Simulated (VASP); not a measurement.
A run of VASP 6.6.1 is set up as follows.

File INCAR:

```
PREC     = Accurate       # precision mode
ENCUT    = 520            # plane-wave cutoff, eV
EDIFF    = 1E-6           # SCF threshold, eV
ISMEAR   = -1             # smearing method
SIGMA    = 0.05           # smearing width, eV
LREAL    = F              # projectors in reciprocal space
LASPH    = T              # aspherical terms in the spheres
NELM     = 150            # most SCF steps
ALGO     = Normal         # electronic algorithm
ISIF     = 2              # what is computed and relaxed
LWAVE    = F              # write WAVECAR
LCHARG   = F              # write CHGCAR
ISPIN    = 2              # spin polarisation
MAGMOM   = 3 0.6          # initial moments
LORBIT   = 11             # projections on sites
LMAXMIX  = 4              # l up to which the mixer works
GGA      = PE             # functional
NBANDS   = 20             # bands
```

File KPOINTS:

```
regular mesh
0
Gamma
  11 11 11
```

The input POSCAR:

```
FeCu
1.0
    0.0000000000      2.1840265417      2.1840265417
    2.1840265417      0.0000000000      2.1840265417
    2.1840265417      2.1840265417      0.0000000000
Fe Cu
1 1
Direct
    0.5000000000      0.5000000000      0.5000000000
    0.0000000000      0.0000000000      0.0000000000
```

Potentials or basis: VASP PAW PBE potentials, release 64 (Fe, Cu).

Command:

```sh
$ cat potpaw_PBE.64/Fe/POTCAR potpaw_PBE.64/Cu/POTCAR > POTCAR
$ mpirun -np 1 vasp_std > vasp.out
```

Task: Predict the net moment.

Result: 2.73 μB per cell.

Task: What does it give for the pressure?

Result: 68.6 GPa.

Task: Estimate the site moments.

Result: Fe +2.51; Cu +0.20 μB.
